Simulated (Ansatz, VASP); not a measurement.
Sc in VASP and in Ansatz

File INCAR:

```
SYSTEM = Sc
ALGO = Fast
EDIFF = 1E-6
ENCUT = 520
GGA = PS
ISIF = 2
ISMEAR = 0
LASPH = .True.
LCHARG = .False.
LREAL = .False.
LWAVE = .False.
NBANDS = 12
NELM = 80
PREC = Accurate
SIGMA = 0.15
```

KPOINTS

```
k-points
0
Gamma
  18 18 18
  0 0 0
```

POSCAR

```
Sc
1.0
    0.0000000000      2.3840250000      2.3840250000
    2.3840250000      0.0000000000      2.3840250000
    2.3840250000      2.3840250000      0.0000000000
Sc
1
Direct
    0.0000000000      0.0000000000      0.0000000000
```

Input for Ansatz:

```yaml
crystal:
  lattice:
    - [0.0, 2.384025, 2.384025]
    - [2.384025, 0.0, 2.384025]
    - [2.384025, 2.384025, 0.0]
  atoms:
    - { symbol: Sc, position: [0.0, 0.0, 0.0] }
basis:
  ecutwfc: 420
kpoints:
  mp_grid: { grid: [18, 18, 18] }
hamiltonian:
  xc: pbesol
scf:
  occupations: { method: gaussian, width: 0.15 }
output:
  forces: true
  stress: true
  eigenvalues: true
```

Change from the starting cell: strain +0.050 along x and y, +0.050 along z, atoms carried along.

Alike in both runs: task single point; functional PBEsol; k mesh 18 × 18 × 18; occupations gaussian, width 0.15 eV; no spin polarisation.

```csv
,VASP,Ansatz
version,VASP 6.6.1,Ansatz 0.2.0
potentials or method,"VASP PAW PBE potentials, release 64 (Sc_sv), cutoff 520 eV","scalar-relativistic, plane waves, PAW"
valence electrons in the cell,11,11
```

Ansatz gave:

- gap on the k mesh at the Fermi level (eV): none
- pressure (GPa): -5.9

Task: Which values does VASP return?

Result: gap on the k mesh at the Fermi level (eV): none; pressure (GPa): -6.0.

VASP's potentials were made for PBE, not for PBEsol. A gap of «none» marks a metal or a gap that the smearing closes.
